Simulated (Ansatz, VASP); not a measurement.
# Two plane-wave programs on KBr

```
K Br
1.0
     0.00000    3.39769    3.39769
     3.27488    0.12281    3.27488
     3.27488    3.27488    0.12281
K Br
1 1
Direct
  0.00000 0.00000 0.00000
  0.50000 0.50000 0.50000
```

Change from the starting cell: strain +0.0750 x Voigt [0, 0, 0, 1, 0, 0], atoms carried along.

Alike in both runs: task single point; functional PBEsol; k mesh 6 × 6 × 6; occupations gaussian, width 0.05 eV; no spin polarisation.

|  | VASP | Ansatz |
| --- | --- | --- |
| version | VASP 6.6.1 | Ansatz 0.2.0 |
| potentials or method | VASP PAW PBE potentials, release 64 (K_sv, Br), cutoff 520 eV | scalar-relativistic, plane waves, PAW |
| valence electrons in the cell | 16 | 16 |

```tsv
	VASP	Ansatz	Ansatz less VASP
gap on the k mesh at the Fermi level (eV)	4.23	4.23	+0.003
least direct gap on the mesh (eV)	4.23	4.23	+0.003
pressure (GPa)	0.1	0.0	-0.06
traceless stress, the component that is largest in VASP (GPa)	-0.38	-0.38	-0.004
```

VASP's potentials were made for PBE, not for PBEsol. With one functional, cell and mesh, what is left measures potentials, basis and numerics.
